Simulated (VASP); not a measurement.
# Ir (Fm-3m) in VASP: single point with LDA

Aim: the single point of Ir with LDA.

Program: VASP 6.6.1. These are calculated values, not measurements. Logs are shortened: lines on timing, memory, paths and dates and some standing lists are left out, and cuts for length are marked.

### Step 1. The cell of the first run

The structure is cubic, space group Fm-3m (No. 225). The conventional cell has a = 3.840 Å, b = 3.840 Å, c = 3.840 Å, α = 90.00°, β = 90.00°, γ = 90.00°. Within 3.6 Å of Ir (site symmetry m-3m) lie 12 Ir at 2.72 Å.

### Step 2. Single point, LDA

INCAR

```
SYSTEM = Ir
PREC     = Accurate       ! precision mode
ENCUT    = 500            ! plane-wave cutoff, eV
EDIFF    = 1E-6           ! SCF threshold, eV
ISMEAR   = 0              ! smearing method
SIGMA    = 0.05           ! smearing width, eV
LREAL    = .False.        ! projectors in reciprocal space
LASPH    = .True.         ! aspherical terms in the spheres
NELM     = 120            ! most SCF steps
ALGO     = Normal         ! electronic algorithm
ISIF     = 2              ! what is computed and relaxed
LWAVE    = .False.        ! write WAVECAR
LCHARG   = .False.        ! write CHGCAR
NBANDS   = 14             ! bands
GGA_COMPAT= .False.
```

KPOINTS

```
Automatic mesh
0
Gamma
  18 18 18
  0 0 0
```

POSCAR

```
Ir
1.0
    0.0000000000      1.9200000000      1.9200000000
    1.9200000000      0.0000000000      1.9200000000
    1.9200000000      1.9200000000      0.0000000000
Ir
1
Direct
    0.0000000000      0.0000000000      0.0000000000
```

Potentials or basis: VASP PAW LDA potentials, release 64 (Ir_sv_GW).

On the command line:

```bash
> cat potpaw_LDA.64/Ir_sv_GW/POTCAR > POTCAR
> mpirun -np 1 vasp_std > vasp.out
```

OUTCAR:

```text
SYSTEM = Ir
   PREC = Accurate
   ENCUT = 500
   EDIFF = 1E-6
   ISMEAR = 0
   LREAL = .False.
   LASPH = .True.
   NELM = 120
   ISIF = 2

 ion  position               nearest neighbor table
   1  0.000  0.000  0.000-

  LATTYP: Found a face centered cubic cell.
 ALAT       =     3.8400000000

  Lattice vectors:

 A1 = (   0.0000000000,   1.9200000000,   1.9200000000)
 A2 = (   1.9200000000,   0.0000000000,   1.9200000000)
 A3 = (   1.9200000000,   1.9200000000,   0.0000000000)

Analysis of symmetry for initial positions (statically):
=====================================================================
 Subroutine PRICEL returns:
 Original cell was already a primitive cell.

 Routine SETGRP: Setting up the symmetry group for a
 face centered cubic supercell.

 Subroutine GETGRP returns: Found 48 space group operations
 (whereof 48 operations were pure point group operations)
 out of a pool of 48 trial point group operations.

The static configuration has the point symmetry O_h .

Analysis of symmetry for dynamics (positions and initial velocities):
=====================================================================
 Subroutine PRICEL returns:
 Original cell was already a primitive cell.

 Routine SETGRP: Setting up the symmetry group for a
 face centered cubic supercell.

 Subroutine GETGRP returns: Found 48 space group operations
 (whereof 48 operations were pure point group operations)
 out of a pool of 48 trial point group operations.

The dynamic configuration has the point symmetry O_h .

 Subroutine INISYM returns: Found 48 space group operations
 (whereof 48 operations are pure point group operations),
 and found     1 'primitive' translations

----------------------------------------------------------------------------------------

                                     Primitive cell

  volume of cell :      14.1558

  direct lattice vectors                    reciprocal lattice vectors
     0.000000000  1.920000000  1.920000000    -0.260416667  0.260416667  0.260416667
     1.920000000  0.000000000  1.920000000     0.260416667 -0.260416667  0.260416667
     1.920000000  1.920000000  0.000000000     0.260416667  0.260416667 -0.260416667

  length of vectors
     2.715290040  2.715290040  2.715290040     0.451054898  0.451054898  0.451054898

  position of ions in fractional coordinates (direct lattice)
     0.000000000  0.000000000  0.000000000

  ion indices of the primitive-cell ions
   primitive index   ion index
                 1           1

----------------------------------------------------------------------------------------

 KPOINTS: Automatic mesh

Automatic generation of k-mesh.
 Grid dimensions read from file:
 generate k-points for:   18   18   18

 Generating k-lattice:

  Cartesian coordinates                     Fractional coordinates (reciprocal lattice)
    -0.014467593  0.014467593  0.014467593     0.055555556  0.000000000  0.000000000
     0.014467593 -0.014467593  0.014467593     0.000000000  0.055555556  0.000000000
     0.014467593  0.014467593 -0.014467593     0.000000000  0.000000000  0.055555556

  Length of vectors
     0.025058605  0.025058605  0.025058605

  Shift w.r.t. Gamma in fractional coordinates (k-lattice)
     0.000000000  0.000000000  0.000000000

 Subroutine IBZKPT returns following result:
 ===========================================

 Found    195 irreducible k-points:

 Following reciprocal coordinates:
            Coordinates               Weight
  0.000000  0.000000  0.000000      1.000000
  0.055556  0.000000  0.000000      8.000000
  0.111111  0.000000  0.000000      8.000000
  0.166667  0.000000  0.000000      8.000000
  0.222222  0.000000  0.000000      8.000000
  0.277778  0.000000  0.000000      8.000000
[... 16 lines left out ...]
 -0.277778  0.055556  0.000000     24.000000
 -0.222222  0.055556  0.000000     24.000000
 [... further k-points ...]
   k-points           NKPTS =    195   k-points in BZ     NKDIM =    195   number of bands    NBANDS=     14
   number of dos      NEDOS =    301   number of ions     NIONS =      1
   total plane-waves  NPLWV =   8000
   dimension x,y,z NGX =    20 NGY =   20 NGZ =   20
   dimension x,y,z NGXF=    40 NGYF=   40 NGZF=   40
   ions per type =               1
   NGX,Y,Z   is equivalent  to a cutoff of  12.25, 12.25, 12.25 a.u.
   NGXF,Y,Z  is equivalent  to a cutoff of  24.49, 24.49, 24.49 a.u.
 SYSTEM =  Ir
   PREC   = accura    normal or accurate (medium, high low for compatibility)
   ISTART =      0    job   : 0-new  1-cont  2-samecut
   ICHARG =      2    charge: 1-file 2-atom 10-const
   ISPIN  =      1    spin polarized calculation?
   LNONCOLLINEAR =      F non collinear calculations
   LSORBIT =      F    spin-orbit coupling
   LASPH  =      T    aspherical Exc in radial PAW
   ENCUT  =  500.0 eV  36.75 Ry    6.06 a.u.   4.95  4.95  4.95*2*pi/ulx,y,z
   NELM   =    120;   NELMIN=  2; NELMDL= -5     # of ELM steps
   EDIFF  = 0.1E-05   stopping-criterion for ELM
   LREAL  =      F    real-space projection
   EDIFFG = 0.1E-04   stopping-criterion for IOM
   NSW    =      0    number of steps for IOM
   IBRION =     -1    ionic relax: 0-MD 1-quasi-New 2-CG
   NFREE  =      0    steps in history (QN), initial steepest desc. (CG)
   ISIF   =      2    stress and relaxation
   ISYM   =      2    0-nonsym 1-usesym 2-fastsym
   POTIM  = 0.5000    time-step for ionic-motion
   TEBEG  =    0.0;   TEEND  =   0.0 temperature during run
   PSTRESS=    0.0 pullay stress
   NELECT =      17.0000    total number of electrons
   NUPDOWN=      -1.0000    fix difference up-down
   EMIN   =  10.00;   EMAX   =-10.00  energy-range for DOS
   EFERMI =   0.00;   METHOD = LEGACY
   ISMEAR =     0;   SIGMA  =   0.05  broadening in eV -4-tet -1-fermi 0-gaus
   EFERMI_NEDOS =   21; number of points for ismear=-14 and -15
   IALGO  =     38    algorithm
   IMIX   =      4    mixing-type and parameters
     AMIX     =   0.40;   BMIX     =  1.00
     AMIX_MAG =   1.60;   BMIX_MAG =  1.00
  volume/ion in A,a.u.               =      14.16        95.53
  Fermi-wavevector in a.u.,A,eV,Ry     =   1.740123  3.288355 41.198816  3.028028
  Thomas-Fermi vector in A             =   2.812832
   LORBIT       =      0    0 simple, 1 ext, 2 COOP (PROOUT), +10 PAW based schemes
   GGA     = CA    functional components
   LHFCALC =     F    Hartree Fock is set to
   AEXX    =    0.0000 exact exchange contribution
   IVDW    =     0    specifies the selected vdW correction
   LEPSILON=     F    determine dielectric tensor
   LRPA    =     F    only Hartree local field effects (RPA)
 non-spin polarized calculation
 Gauss-broadening in eV      SIGMA  =   0.05
  energy-cutoff  :      500.00
  volume of cell :       14.16
 maximum number of plane-waves:       370
   NGX =  9   NGY =  9   NGZ =  9

 number of electron      17.0000000 magnetization

 Free energy of the ion-electron system (eV)
  ---------------------------------------------------
  ext. energy  EPLUGINS =         0.00000000
  ---------------------------------------------------
  free energy    TOTEN  =       -10.89647755 eV

  energy without entropy =      -10.89507390  energy(sigma->0) =      -10.89577573

 E-fermi :  12.6796     XC(G=0): -14.7808

 val. band max:       12.6728428567   @ k =   0.5000   0.2222   0.1111
 cond. band min:      12.6908788223   @ k =   0.3333   0.1111   0.0556
 fundamental gap:      0.0180359656
 Fermi energy:        12.6795521487

 k-point     1 :       0.0000    0.0000    0.0000
  band No.  band energies     occupation
      1     -79.8664      2.00000
      2     -36.5540      2.00000
      3     -36.5540      2.00000
      4     -36.5540      2.00000
      5       1.5684      2.00000
      6       8.7412      2.00000
      7       8.7412      2.00000
      8       8.7412      2.00000
      9      11.4619      2.00000
     10      11.4619      2.00000
     11      26.2966      0.00000
     12      31.7665      0.00000
     13      31.7665      0.00000
     14      31.7665      0.00000

 k-point     2 :       0.0556    0.0000    0.0000
  band No.  band energies     occupation
      1     -79.8644      2.00000
      2     -36.5788      2.00000
      3     -36.5574      2.00000
      4     -36.5574      2.00000
      5       1.7070      2.00000
      6       8.6670      2.00000
      7       8.8010      2.00000
      8       8.8010      2.00000
      9      11.4220      2.00000
     10      11.4220      2.00000
     11      26.5382      0.00000
     12      31.1314      0.00000
     13      31.9991      0.00000
     14      31.9991      0.00000

 k-point     3 :       0.1111    0.0000    0.0000
  band No.  band energies     occupation
      1     -79.8588      2.00000
      2     -36.6509      2.00000
      3     -36.5673      2.00000
      4     -36.5673      2.00000
      5       2.1079      2.00000
      6       8.4769      2.00000
      7       8.9579      2.00000
      8       8.9579      2.00000
      9      11.3345      2.00000
     10      11.3345      2.00000
     11      27.2029      0.00000
     12      29.8196      0.00000
     13      32.6783      0.00000
     14      32.6783      0.00000
[... 324 lines left out ...]
 k-point    23 :      -0.2778    0.0556    0.0000
  band No.  band energies     occupation
      1     -79.8230      2.00000
      2     -37.0742      2.00000
      3     -36.6548      2.00000
      4     -36.6201      2.00000
      5       4.3428      2.00000
      6       8.4481      2.00000
      7       9.0601      2.00000
      8       9.1644      2.00000
      9      11.6390      2.00000
     10      12.5638      1.99894
     11      25.0205      0.00000
     12      28.5528      0.00000
     13      34.0549      0.00000
     14      35.8290      0.00000

 k-point    24 :      -0.2222    0.0556    0.0000
  band No.  band energies     occupation
      1     -79.8346      2.00000
      2     -36.9418      2.00000
      3     -36.6348      2.00000
      4     -36.6002      2.00000
      5       3.7836      2.00000
      6       8.0863      2.00000
      7       9.2042      2.00000
      8       9.2930      2.00000
      9      11.1570      2.00000
     10      12.0221      2.00000
     11      26.5157      0.00000
     12      29.1495      0.00000
     13      34.2728      0.00000
     14      35.4459      0.00000

 [... further k-points ...]

------------------------ aborting loop because EDIFF is reached ----------------------------------------

  FORCE on cell =-STRESS in cart. coord.  units (eV):
  Direction    XX          YY          ZZ          XY          YZ          ZX
  --------------------------------------------------------------------------------------
  -------------------------------------------------------------------------------------
  Total       -0.9302885     -0.9302885     -0.9302885      0.0000000     -0.0000000     -0.0000000
  in kB     -105.2918014   -105.2918014   -105.2918014      0.0000000     -0.0000000     -0.0000000
  external PRESSURE =    -105.2918014 kB  Pullay stress =       0.0000000 kB

 VOLUME and BASIS-vectors are now :
 -----------------------------------------------------------------------------
  energy-cutoff  :      500.00
  volume of cell :       14.16
      direct lattice vectors                 reciprocal lattice vectors
     0.000000000  1.920000000  1.920000000    -0.260416667  0.260416667  0.260416667
     1.920000000  0.000000000  1.920000000     0.260416667 -0.260416667  0.260416667
     1.920000000  1.920000000  0.000000000     0.260416667  0.260416667 -0.260416667

 POSITION                                       TOTAL-FORCE (eV/Angst)
 -----------------------------------------------------------------------------------
      0.00000      0.00000      0.00000         0.000000     -0.000000      0.000000
 -----------------------------------------------------------------------------------
    total drift:                               -0.000000     -0.000000     -0.000000

  FREE ENERGIE OF THE ION-ELECTRON SYSTEM (eV)
  ---------------------------------------------------
  free  energy   TOTEN  =       -10.8964775542 eV

  energy  without entropy=      -10.8950739027  energy(sigma->0) =      -10.89577573
```

Wall time 25 s (1 thread of AMD EPYC 7R13 (Zen 3), shared host); peak memory 0.12 GiB.

Results:

```yaml
Free_energy: -10.8965 eV
Pressure: -10.5 GPa
Band_gap_on_the_k_mesh: zero (an odd number of electrons rules out a gap without spin polarisation)
```

Caveat: the cell stands under tension; spin-orbit coupling is left out, which moves the levels of the heavy elements.
